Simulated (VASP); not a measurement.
Crystal: GaGe3.

```
Ge Ga
1.0
     4.19113    0.00000    0.00000
     0.00000    4.19113    0.00000
     0.00000    0.00000    4.19113
Ge Ga
3 1
Cartesian
  2.0956 2.0956 0.0000
  2.0956 0.0000 2.0956
  0.0000 2.0956 2.0956
  0.0000 0.0000 0.0000
```

Base run:

```yaml
Program: VASP 6.6.1
Functional: PBEsol
Potentials_or_basis: VASP PAW PBE potentials, release 64 (Ge_d, Ga_d)
Cutoff: 520 eV
k_mesh: 6 × 6 × 6
Occupations: fermi-dirac, width 0.05 eV
Spin: no spin polarisation
```

Its results: pressure 0.3 GPa.

Question: The run is repeated on the same cell with these changes: functional from PBEsol to PBE; further incar settings from ALGO = Normal; EDIFF = 1e-07; NBANDS = 36 to ALGO = Normal; EDIFF = 1e-06; NBANDS = 36. What comes out?

Answer: Pressure 4.0 GPa.

Caveats: the PAW data sets were made with another functional, which shifts forces and pressure a little (some runs).
